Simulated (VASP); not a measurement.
# Si32O (a cell with a defect) in VASP: further runs, part 2 of 2

VASP 6.6.1.

## Step 3: Single point, PBE

INCAR reads:

```
ALGO = Normal
EDIFF = 1E-6
ENCUT = 520
GGA = PE
ISIF = 2
ISMEAR = 0
LASPH = True
LCHARG = False
LREAL = Auto
LWAVE = False
NBANDS = 89
NELM = 80
PREC = Accurate
SIGMA = 0.02
```

KPOINTS reads:

```
Automatic mesh
0
Gamma
  2 2 2
  0.5 0.5 0.5
```

POSCAR reads:

```
Si32O
1.0
   -5.4700937642      5.4700937642     -5.4700937642
    5.4700937642     -5.4700937642     -5.4700937642
   -5.4700937642     -5.4700937642      5.4700937642
Si O
32 1
Direct
    0.4994632849      0.0002102341      0.2516313356
    0.2551901412     -0.0001298881      0.4971650610
    0.0090253480     -0.0006262233      0.7364535552
    0.7505841174      0.7463497293      0.2551635420
    0.7556430800      0.0028144856      0.0463999359
    0.4956958906      0.7457504708      0.4933246332
    0.2493950851      0.7498914419      0.7505460010
   -0.0008053792      0.4981400900      0.2501612512
   -0.0003152597      0.7505642823      0.0011439475
    0.7502805577      0.5019797865      0.4994014029
    0.5002090673      0.5001506588      0.7508890482
    0.2477560821      0.2488042360      0.2500345623
    0.2512429511      0.5009970794      0.0026841405
    0.0075177870      0.2571330695      0.5160595269
    0.7490250033      0.2562672708      0.7417205582
    0.4997908844      0.2503905891      0.0010058328
    0.7505771705      0.2542025896      0.4960195596
    0.5002308220      0.2498544922      0.7499653894
    0.2477956610      0.2488665750     -0.0015690773
    0.0075511503      0.0002303434      0.4921870842
    0.0090195894      0.2595081659      0.2733022622
    0.7556749808      0.0027764606      0.7099153447
    0.4956245938     -0.0002199231      0.0030867844
    0.2493902406      0.7493212505      0.4995109075
    0.2511729340      0.0001084991      0.2492300971
   -0.0008035511      0.7508885911      0.7496724328
    0.7489920971      0.7426466849      0.0078305788
    0.4997777219      0.4992451899      0.4994418958
    0.4995094450      0.7491839586      0.2486023199
    0.2552046748      0.5051546864      0.7587177074
   -0.0002915855      0.4989792895     -0.0008077558
    0.7502879616      0.4982418250      0.2514649765
   -0.1989633171      0.0258266140     -0.0990304780
```

Potentials or basis: VASP PAW PBE potentials, release 64 (Si, O).

Run with:

```console
$ cat potpaw_PBE.64/Si/POTCAR potpaw_PBE.64/O/POTCAR > POTCAR
$ mpirun -np 1 vasp_std > vasp.out
```

OUTCAR:

```text
EDIFF = 1E-6
   ENCUT = 520
   GGA = PE
   ISIF = 2
   ISMEAR = 0
   LASPH = True
   LREAL = Auto
   NELM = 80
   PREC = Accurate

 ion  position               nearest neighbor table
   1  0.499  0.000  0.252-  23 2.34  25 2.34  17 2.37  29 2.37
   2  0.255  1.000  0.497-  20 2.33  25 2.34  18 2.36  24 2.36
   3  0.009  0.999  0.736-  20 2.31  22 2.34  26 2.37  19 2.38
   4  0.751  0.746  0.255-  27 2.33  32 2.34  20 2.37  29 2.37
   5  0.756  0.003  0.046-  33 1.63  21 2.34  27 2.34  23 2.35
   6  0.496  0.746  0.493-  29 2.34  22 2.35  24 2.36  28 2.37
[... 24 lines left out ...]
  31  1.000  0.499  0.999-  13 2.37  15 2.37   9 2.38   8 2.38
[... 570 lines left out ...]
  Total        6.8957455      6.9964783      6.9038550      4.5495700     -4.5512114     -4.5189384
  in kB       16.8751447     17.1216561     16.8949900     11.1336261    -11.1376429    -11.0586649
  external PRESSURE =      16.9639303 kB  Pullay stress =       0.0000000 kB

 VOLUME and BASIS-vectors are now :
 -----------------------------------------------------------------------------
  energy-cutoff  :      520.00
  volume of cell :      654.70
      direct lattice vectors                 reciprocal lattice vectors
    -5.470093764  5.470093764 -5.470093764    -0.091406111  0.000000000 -0.091406111
     5.470093764 -5.470093764 -5.470093764     0.000000000 -0.091406111 -0.091406111
    -5.470093764 -5.470093764  5.470093764    -0.091406111 -0.091406111  0.000000000

 POSITION                                       TOTAL-FORCE (eV/Angst)
 -----------------------------------------------------------------------------------
     -4.10741      1.35451     -1.35681         0.001823     -0.001729      0.000177
      1.35393     -6.79301     -4.14576        -0.002843     -0.000274     -0.001697
      1.38883     -9.44577     -1.48757         0.001428      0.003202      0.000211
     -1.41893     -1.37261     -6.79260        -0.000887      0.003537     -0.001246
     -4.37185      3.86423     -3.89502        -0.026585     -0.026550      0.031833
     -1.33071     -4.06635     -4.09230         0.003590      0.001706     -0.002109
[... 25 lines left out ...]
     -2.75425      0.00318     -5.45404        -0.000666     -0.003918      0.001298
     -9.16886     -0.68792      0.40537        -0.006004      0.001799     -0.004567
 -----------------------------------------------------------------------------------
    total drift:                               -0.001321      0.021413     -0.002251

  FREE ENERGIE OF THE ION-ELECTRON SYSTEM (eV)
  ---------------------------------------------------
  free  energy   TOTEN  =      -180.9366364800 eV

  energy  without entropy=     -180.9366364800  energy(sigma->0) =     -180.93663648
```

OSZICAR:

```text
N       E                     dE             d eps       ncg     rms          rms(c)
DAV:   1     0.386405578450E+03    0.38641E+03   -0.52013E+04   712   0.125E+03
DAV:   2    -0.142911226977E+03   -0.52932E+03   -0.50377E+03   860   0.188E+02
DAV:   3    -0.184631123850E+03   -0.41720E+02   -0.41202E+02   896   0.486E+01
[... 12 lines left out ...]
DAV:  16    -0.180936631429E+03    0.20636E-04   -0.46733E-04   784   0.623E-02    0.164E-02
DAV:  17    -0.180936637102E+03   -0.56723E-05   -0.74087E-05   920   0.253E-02    0.138E-02
DAV:  18    -0.180936638362E+03   -0.12604E-05   -0.77468E-06   736   0.814E-03    0.116E-02
DAV:  19    -0.180936636411E+03    0.19515E-05   -0.59224E-06   752   0.912E-03    0.462E-03
DAV:  20    -0.180936636480E+03   -0.69340E-07   -0.42024E-06   720   0.521E-03
   1 F= -.18093664E+03 E0= -.18093664E+03  d E =-.644019E-15
```

Run time: 4.4 min. Hardware: 1 thread of Intel Xeon 6975P-C (Granite Rapids), shared host; peak memory 0.72 GiB.

Results:

```yaml
Free_energy: -180.9366 eV
Pressure: 1.7 GPa
Largest_force: 0.049 eV/Å
Band_gap_on_the_k_mesh: 1.29 eV
```

Forces in eV/Å, atoms in the order of the input:
```
Si   0.002 -0.002  0.000
Si  -0.003  0.000 -0.002
Si   0.001  0.003  0.000
Si  -0.001  0.004 -0.001
Si  -0.027 -0.027  0.032
Si   0.004  0.002 -0.002
Si  -0.001  0.002 -0.002
Si   0.000 -0.001  0.000
Si   0.000  0.001 -0.002
Si  -0.001  0.003  0.002
Si   0.002 -0.003 -0.001
Si   0.001  0.004  0.000
Si   0.002  0.002 -0.002
Si   0.004  0.002 -0.004
Si   0.003  0.001 -0.001
Si  -0.001  0.003 -0.004
Si  -0.004 -0.002  0.001
Si   0.000 -0.001  0.002
Si   0.003  0.000  0.002
Si   0.001 -0.004  0.001
Si   0.001 -0.001  0.006
Si   0.028  0.024 -0.028
Si  -0.004  0.000  0.000
Si  -0.001 -0.002 -0.002
Si  -0.002 -0.001  0.000
Si   0.001 -0.002  0.000
Si  -0.001 -0.005  0.005
Si  -0.002 -0.001  0.000
Si   0.000  0.002  0.001
Si   0.001  0.002  0.001
Si   0.001 -0.001  0.002
Si  -0.001 -0.004  0.001
O   -0.006  0.002 -0.005
```

Stress tensor (GPa, compression positive):
```
 1.69  1.11 -1.11
 1.11  1.71 -1.11
-1.11 -1.11  1.69
```

Levels at points of the mesh, in eV from the valence-band top:
| k point | band 64 | band 65 | band 66 | band 67 | band 68 | band 69 | band 70 | band 71 |
| --- | --- | --- | --- | --- | --- | --- | --- | --- |
| (0.25, 0.25, 0.25) | -0.23 | -0.19 | -0.08 | -0.06 | 1.83 | 1.88 | 1.99 | 1.99 |
